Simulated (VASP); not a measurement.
# Nb2SnTe3 (R-3m) in VASP: notebook

Nb2SnTe3 is run at these levels: PBE; tasks: single point.

Everything below comes from runs of VASP 6.6.1. Logs are shortened: lines on timing, memory, paths and dates and some standing lists are left out, and cuts for length are marked.

## Step 1: The cell of the first run

The structure is trigonal, space group R-3m (No. 166). Conventional cell: a = 6.414 Å, b = 6.414 Å, c = 15.222 Å, α = 90.00°, β = 90.00°, γ = 120.00°. Within 4.8 Å of Nb (site symmetry 3m) lie 9 Te at 3.66 to 3.73 Å and 3 Sn at 3.76 Å and 4 Nb at 3.83 to 3.91 Å. Sn (site symmetry -3m) has 6 Te at 3.14 Å and 6 Nb at 3.76 Å within 4.1 Å. Within 4.1 Å of Te (site symmetry 2/m) lie 2 Sn at 3.14 Å and 4 Te at 3.21 Å and 6 Nb at 3.66 to 3.73 Å.

## Step 2: Single point, PBE

Input file INCAR:

```
SYSTEM = Nb2SnTe3
  PREC = Accurate
  ENCUT = 520
  EDIFF = 1E-6
  ISMEAR = 0
  SIGMA = 0.1
  LREAL = .False.
  LASPH = .True.
  NELM = 60
  ALGO = Normal
  ISIF = 2
  LWAVE = .False.
  LCHARG = .False.
  GGA = PE
  NBANDS = 38
```

Input file KPOINTS:

```
Automatic mesh
0
Gamma
  3 3 3
  0 0 0
```

Input file POSCAR:

```
Nb2SnTe3
1.0
    3.2069895100      1.8515562600      5.0739186400
   -3.2069895100      1.8515562600      5.0739186400
    0.0000000000     -3.7031125200      5.0739186400
Nb Sn Te
2 1 3
Direct
    0.6256905800      0.6256905800      0.6256905800
    0.3743094200      0.3743094200      0.3743094200
    0.0000000000      0.0000000000      0.0000000000
    0.0000000000      0.5000000000      0.0000000000
    0.5000000000      0.0000000000      0.0000000000
    0.0000000000      0.0000000000      0.5000000000
```

Potentials or basis: VASP PAW PBE potentials, release 64 (Nb_sv, Sn_d, Te).

On the command line:

```console
$ cat potpaw_PBE.64/Nb_sv/POTCAR potpaw_PBE.64/Sn_d/POTCAR potpaw_PBE.64/Te/POTCAR > POTCAR
$ mpirun -np 1 vasp_std > vasp.out
```

OUTCAR:

```text
SYSTEM = Nb2SnTe3
   PREC = Accurate
   ENCUT = 520
   EDIFF = 1E-6
   ISMEAR = 0
   LREAL = .False.
   LASPH = .True.
   NELM = 60
   ISIF = 2
   GGA = PE

 ion  position               nearest neighbor table
   1  0.626  0.626  0.626-
   2  0.374  0.374  0.374-
   3  0.000  0.000  0.000-   4 3.14   5 3.14   4 3.14   5 3.14   6 3.14   6 3.14
   4  0.000  0.500  0.000-   3 3.14   3 3.14   5 3.21   5 3.21   6 3.21   6 3.21
   5  0.500  0.000  0.000-   3 3.14   3 3.14   4 3.21   4 3.21   6 3.21   6 3.21
   6  0.000  0.000  0.500-   3 3.14   3 3.14   4 3.21   5 3.21   4 3.21   5 3.21

  LATTYP: Found a trigonal (rhomboedric) cell.
 ALAT       =     6.2815358553
 COS(alpha) =     0.4786932006

  Lattice vectors:

 A1 = (   3.2069895100,   1.8515562600,   5.0739186400)
 A2 = (  -3.2069895100,   1.8515562600,   5.0739186400)
 A3 = (   0.0000000000,  -3.7031125200,   5.0739186400)

Analysis of symmetry for initial positions (statically):
=====================================================================
 Subroutine PRICEL returns:
 Original cell was already a primitive cell.

 Routine SETGRP: Setting up the symmetry group for a
 trigonal (rhombohedral) supercell.

 Subroutine GETGRP returns: Found 12 space group operations
 (whereof 12 operations were pure point group operations)
 out of a pool of 12 trial point group operations.

The static configuration has the point symmetry D_3d.

Analysis of symmetry for dynamics (positions and initial velocities):
=====================================================================
 Subroutine PRICEL returns:
 Original cell was already a primitive cell.

 Routine SETGRP: Setting up the symmetry group for a
 trigonal (rhombohedral) supercell.

 Subroutine GETGRP returns: Found 12 space group operations
 (whereof 12 operations were pure point group operations)
 out of a pool of 12 trial point group operations.

The dynamic configuration has the point symmetry D_3d.

 Subroutine INISYM returns: Found 12 space group operations
 (whereof 12 operations are pure point group operations),
 and found     1 'primitive' translations

----------------------------------------------------------------------------------------

                                     Primitive cell
[... 78 lines left out ...]
   ENCUT  =  520.0 eV  38.22 Ry    6.18 a.u.  11.68 11.68 11.68*2*pi/ulx,y,z
   NELM   =     60;   NELMIN=  2; NELMDL= -5     # of ELM steps
   EDIFF  = 0.1E-05   stopping-criterion for ELM
   LREAL  =      F    real-space projection
   EDIFFG = 0.1E-04   stopping-criterion for IOM
   NSW    =      0    number of steps for IOM
   IBRION =     -1    ionic relax: 0-MD 1-quasi-New 2-CG
   NFREE  =      0    steps in history (QN), initial steepest desc. (CG)
   ISIF   =      2    stress and relaxation
   ISYM   =      2    0-nonsym 1-usesym 2-fastsym
   POTIM  = 0.5000    time-step for ionic-motion
   TEBEG  =    0.0;   TEEND  =   0.0 temperature during run
   PSTRESS=    0.0 pullay stress
   NELECT =      58.0000    total number of electrons
   NUPDOWN=      -1.0000    fix difference up-down
   EMIN   =  10.00;   EMAX   =-10.00  energy-range for DOS
   EFERMI =   0.00;   METHOD = LEGACY
   ISMEAR =     0;   SIGMA  =   0.10  broadening in eV -4-tet -1-fermi 0-gaus
   EFERMI_NEDOS =   21; number of points for ismear=-14 and -15
   IALGO  =     38    algorithm
   IMIX   =      4    mixing-type and parameters
     AMIX     =   0.40;   BMIX     =  1.00
     AMIX_MAG =   1.60;   BMIX_MAG =  1.00
  volume/ion in A,a.u.               =      30.13       203.32
  Fermi-wavevector in a.u.,A,eV,Ry     =   1.120747  2.117906 17.089936  1.256075
  Thomas-Fermi vector in A             =   2.257396
   LORBIT       =      0    0 simple, 1 ext, 2 COOP (PROOUT), +10 PAW based schemes
   GGA     = PE    functional components
   LHFCALC =     F    Hartree Fock is set to
   AEXX    =    0.0000 exact exchange contribution
   IVDW    =     0    specifies the selected vdW correction
   LEPSILON=     F    determine dielectric tensor
   LRPA    =     F    only Hartree local field effects (RPA)
 non-spin polarized calculation
 Gauss-broadening in eV      SIGMA  =   0.10
  energy-cutoff  :      520.00
  volume of cell :      180.77
 maximum number of plane-waves:      4879
   NGX = 23   NGY = 23   NGZ = 23

 number of electron      58.0000002 magnetization

 Free energy of the ion-electron system (eV)
  ---------------------------------------------------
  ext. energy  EPLUGINS =         0.00000000
  ---------------------------------------------------
  free energy    TOTEN  =       -25.89725056 eV

  energy without entropy =      -25.83488662  energy(sigma->0) =      -25.86606859

 E-fermi :   7.0480     XC(G=0):  -9.8695

 val. band max:        7.0422994608   @ k =   0.3333   0.3333   0.0000
 cond. band min:       7.0958464243   @ k =   0.3333   0.3333   0.0000
 fundamental gap:      0.0535469636
 Fermi energy:         7.0480078602

 k-point     1 :       0.0000    0.0000    0.0000
  band No.  band energies     occupation
      1     -48.7909      2.00000
      2     -48.7876      2.00000
      3     -24.8022      2.00000
      4     -24.8022      2.00000
      5     -24.7840      2.00000
      6     -24.7840      2.00000
[... 235 lines left out ...]
     37       8.8625      0.00000
     38       9.1191      0.00000

------------------------ aborting loop because EDIFF is reached ----------------------------------------

  FORCE on cell =-STRESS in cart. coord.  units (eV):
  Direction    XX          YY          ZZ          XY          YZ          ZX
  --------------------------------------------------------------------------------------
  -------------------------------------------------------------------------------------
  Total       -7.7827880     -7.7827880    -10.7038175      0.0000000      0.0000000      0.0000000
  in kB      -68.9789505    -68.9789507    -94.8680725      0.0000000      0.0000000      0.0000000
  external PRESSURE =     -77.6086579 kB  Pullay stress =       0.0000000 kB

 VOLUME and BASIS-vectors are now :
 -----------------------------------------------------------------------------
  energy-cutoff  :      520.00
  volume of cell :      180.77
      direct lattice vectors                 reciprocal lattice vectors
     3.206989510  1.851556260  5.073918640     0.155909459  0.090014368  0.065695443
    -3.206989510  1.851556260  5.073918640    -0.155909459  0.090014368  0.065695443
     0.000000000 -3.703112520  5.073918640     0.000000000 -0.180028736  0.065695443

 POSITION                                       TOTAL-FORCE (eV/Angst)
 -----------------------------------------------------------------------------------
      0.00000      0.00000      9.52411         0.000000     -0.000000      0.030764
      0.00000      0.00000      5.69765         0.000000      0.000000     -0.030764
      0.00000      0.00000      0.00000         0.000000      0.000000     -0.000000
     -1.60349      0.92578      2.53696         0.000000      0.000000     -0.000000
      1.60349      0.92578      2.53696        -0.000000      0.000000     -0.000000
      0.00000     -1.85156      2.53696        -0.000000      0.000000     -0.000000
 -----------------------------------------------------------------------------------
    total drift:                               -0.000000      0.000000      0.000000

  FREE ENERGIE OF THE ION-ELECTRON SYSTEM (eV)
  ---------------------------------------------------
  free  energy   TOTEN  =       -25.8972505648 eV

  energy  without entropy=      -25.8348866162  energy(sigma->0) =      -25.86606859
```

Wall time 36 s (1 thread of Intel Xeon 6975P-C (Granite Rapids), shared host); peak memory 0.33 GiB.

Results:

* Free energy: -25.8973 eV
* Pressure: -7.8 GPa
* Largest force: 0.031 eV/Å
* Band gap on the k mesh: zero (band 29 reaches 7.60 eV, above the bottom of band 30 at 6.90 eV)

Forces on the atoms (eV/Å):
```
Nb   0.000  0.000  0.031
Nb   0.000  0.000 -0.031
Sn   0.000  0.000  0.000
Te   0.000  0.000  0.000
Te   0.000  0.000  0.000
Te   0.000  0.000  0.000
```

Levels at points of the mesh, in eV from the Fermi level:
```tsv
k point	band 27	band 28	band 29	band 30	band 31	band 32
(0.00, 0.00, 0.00)	-0.26	0.56	0.56	0.86	0.86	1.13
```

Caveat: the k points lie up to 0.40 Å⁻¹ apart; spin-orbit coupling is left out, which moves the levels of the heavy elements.

## Step 3: Single point, PBE

This run uses another cell than the first one, of 31.76 Å³/atom, 1.054 times its volume.

Input file INCAR:

```
ALGO = Normal ; EDIFF = 1E-6
ENCUT = 520 ; GGA = PE
ISIF = 2 ; ISMEAR = 0
LASPH = True ; LCHARG = False
LREAL = False ; LWAVE = False
NBANDS = 38 ; NELM = 100
PREC = Accurate ; SIGMA = 0.1
```

Input file KPOINTS:

```
k-points
0
Gamma
  6 6 6
```

Input file POSCAR:

```
Nb2SnTe3
1.0
    3.1007084871      1.7901948797      5.7209500122
   -3.1007084871      1.7901948797      5.7209500122
    0.0000000000     -3.5803897594      5.7209500122
Nb Sn Te
2 1 3
Direct
    0.5636150282      0.5636150282      0.5636150282
    0.4363849718      0.4363849718      0.4363849718
    0.0000000000      0.0000000000      0.0000000000
    0.0000000000      0.5000000000      0.0000000000
    0.5000000000      0.0000000000      0.0000000000
    0.0000000000      0.0000000000      0.5000000000
```

Potentials or basis: VASP PAW PBE potentials, release 64 (Nb_sv, Sn_d, Te).

On the command line:

```console
$ cat potpaw_PBE.64/Nb_sv/POTCAR potpaw_PBE.64/Sn_d/POTCAR potpaw_PBE.64/Te/POTCAR > POTCAR
$ mpirun -np 1 vasp_std > vasp.out
```

OUTCAR:

```text
EDIFF = 1E-6
   ENCUT = 520
   GGA = PE
   ISIF = 2
   ISMEAR = 0
   LASPH = True
   LREAL = False
   NELM = 100
   PREC = Accurate

 ion  position               nearest neighbor table
   1  0.564  0.564  0.564-   2 2.18   4 3.29   5 3.29   5 3.29   4 3.29   6 3.29   6 3.29
   2  0.436  0.436  0.436-   1 2.18   5 3.29   4 3.29   5 3.29   4 3.29   6 3.29   6 3.29
   3  0.000  0.000  0.000-   6 3.37   6 3.37   4 3.37   5 3.37   4 3.37   5 3.37
   4  0.000  0.500  0.000-   6 3.10   6 3.10   5 3.10   5 3.10   1 3.29   2 3.29   2 3.29   1 3.29
                             3 3.37   3 3.37
   5  0.500  0.000  0.000-   6 3.10   6 3.10   4 3.10   4 3.10   2 3.29   1 3.29   2 3.29   1 3.29
                             3 3.37   3 3.37
   6  0.000  0.000  0.500-   4 3.10   5 3.10   4 3.10   5 3.10   2 3.29   1 3.29   2 3.29   1 3.29
                             3 3.37   3 3.37

  LATTYP: Found a trigonal (rhomboedric) cell.
 ALAT       =     6.7489599103
 COS(alpha) =     0.5778389369

  Lattice vectors:

 A1 = (   3.1007084871,   1.7901948797,   5.7209500122)
[... 188 lines left out ...]
 cond. band min:       6.7178203554   @ k =   0.5000   0.3333   0.1667
 fundamental gap:      0.0478512726
 Fermi energy:         6.6703824561

 k-point     1 :       0.0000    0.0000    0.0000
  band No.  band energies     occupation
      1     -48.6340      2.00000
      2     -47.9213      2.00000
      3     -25.7918      2.00000
      4     -24.7754      2.00000
      5     -24.7754      2.00000
      6     -24.2655      2.00000
[... 973 lines left out ...]
     37       9.0855      0.00000
     38       9.1851      0.00000

 [... further k-points ...]

------------------------ aborting loop because EDIFF is reached ----------------------------------------

  FORCE on cell =-STRESS in cart. coord.  units (eV):
  Direction    XX          YY          ZZ          XY          YZ          ZX
  --------------------------------------------------------------------------------------
  -------------------------------------------------------------------------------------
  Total       -0.1014361     -0.1014361      0.0056016      0.0000000      0.0000000      0.0000000
  in kB       -0.8529477     -0.8529477      0.0471022      0.0000000      0.0000000      0.0000000
  external PRESSURE =      -0.5529311 kB  Pullay stress =       0.0000000 kB

 VOLUME and BASIS-vectors are now :
 -----------------------------------------------------------------------------
  energy-cutoff  :      520.00
  volume of cell :      190.54
      direct lattice vectors                 reciprocal lattice vectors
     3.100708487  1.790194880  5.720950012     0.161253469  0.093099734  0.058265381
    -3.100708487  1.790194880  5.720950012    -0.161253469  0.093099734  0.058265381
     0.000000000 -3.580389759  5.720950012     0.000000000 -0.186199468  0.058265381

 POSITION                                       TOTAL-FORCE (eV/Angst)
 -----------------------------------------------------------------------------------
      0.00000      0.00000      9.67324        -0.000000     -0.000000      0.025232
      0.00000      0.00000      7.48961        -0.000000      0.000000     -0.025232
      0.00000      0.00000      0.00000         0.000000     -0.000000      0.000000
     -1.55035      0.89510      2.86048        -0.000000     -0.000000      0.000000
      1.55035      0.89510      2.86048        -0.000000     -0.000000     -0.000000
      0.00000     -1.79019      2.86048        -0.000000      0.000000     -0.000000
 -----------------------------------------------------------------------------------
    total drift:                                0.000000     -0.000000     -0.000000

  FREE ENERGIE OF THE ION-ELECTRON SYSTEM (eV)
  ---------------------------------------------------
  free  energy   TOTEN  =       -28.7811102203 eV

  energy  without entropy=      -28.7521995342  energy(sigma->0) =      -28.76665488
```

stdout:

```text
POSCAR found type information on POSCAR NbSnTe
 POSCAR found :  3 types and       6 ions
 scaLAPACK will be used
 LDA part: xc-table for (Slater+PW92), standard interpolation
 POSCAR, INCAR and KPOINTS ok, starting setup
 FFT: planning ... GRIDC
 FFT: planning ... GRID_SOFT
 FFT: planning ... GRID
 WAVECAR not read
 entering main loop
```

It took 2.6 min on 1 thread of Intel Xeon 6975P-C (Granite Rapids), shared host; peak memory 0.5 GiB.

Results:

```
Free energy            : -28.7811 eV
Pressure               : -0.1 GPa
Largest force          : 0.025 eV/Å
Band gap on the k mesh : zero (band 29 reaches 6.85 eV, above the bottom of band 30 at 6.41 eV)
```

Forces in eV/Å, atoms in the order of the input:
```
Nb   0.000  0.000  0.025
Nb   0.000  0.000 -0.025
Sn   0.000  0.000  0.000
Te   0.000  0.000  0.000
Te   0.000  0.000  0.000
Te   0.000  0.000  0.000
```

Levels at points of the mesh, in eV from the Fermi level:
```tsv
k point	band 25	band 26	band 27	band 28	band 29	band 30	band 31	band 32	band 33	band 34
(0.00, 0.00, 0.00)	-1.11	-1.11	-0.81	-0.24	-0.24	0.88	1.20	1.20	1.71	1.71
(0.50, 0.00, 0.00)	-2.38	-1.73	-1.34	-0.76	-0.55	-0.05	0.07	0.61	1.06	1.46
(0.50, 0.50, 0.00)	-1.97	-1.95	-1.56	-0.95	-0.68	-0.18	0.18	1.06	1.10	1.26
(0.50, 0.50, 0.50)	-1.34	-1.04	-0.68	-0.68	-0.37	-0.26	0.15	0.15	0.91	1.52
```

Caveat: spin-orbit coupling is left out, which moves the levels of the heavy elements.
